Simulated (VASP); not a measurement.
A run of VASP 6.6.1 is set up as follows.

The input INCAR:

```
SYSTEM = Ir
PREC     = Accurate       ! precision mode
ENCUT    = 520            ! plane-wave cutoff, eV
EDIFF    = 1E-6           ! SCF threshold, eV
ISMEAR   = 0              ! smearing method
SIGMA    = 0.15           ! smearing width, eV
LREAL    = .FALSE.        ! projectors in reciprocal space
LASPH    = .TRUE.         ! aspherical terms in the spheres
NELM     = 100            ! most SCF steps
ALGO     = Fast           ! electronic algorithm
ISIF     = 2              ! what is computed and relaxed
LWAVE    = .FALSE.        ! write WAVECAR
LCHARG   = .FALSE.        ! write CHGCAR
NBANDS   = 16             ! bands
```

KPOINTS

```
Automatic mesh
0
G
  16 16 12
  0 0 0
```

File POSCAR:

```
Ir
1.0
    0.0000000000     -1.9054060557     -1.9054060557
    0.0000000000      1.9054060557     -1.9054060557
    3.8108121114      0.0000000000      0.0000000000
Ir
2
Direct
    0.5000000000      0.5000000000      0.4943843991
    0.0000000000      0.0000000000      0.0056156009
```

Potentials or basis: VASP PAW LDA potentials, release 64 (Ir).

Command:

```console
$ cat potpaw_LDA.64/Ir/POTCAR > POTCAR
$ mpirun -np 1 vasp_std > vasp.out
```

Predict the band gap on the k mesh.

zero (bands 9 and 10 overlap by 3.35 eV).

Estimate the largest force.

0.592 eV/Å.

Estimate the pressure.

3.3 GPa.

Forces in eV/Å, atoms in the order of the input:
```
Ir   0.592  0.000  0.000
Ir  -0.592  0.000  0.000
```

Caveat: the cell differs from its parent crystal (atoms displaced along a vibrational mode); the cell stands under pressure; spin-orbit coupling is left out, which moves the levels of the heavy elements.
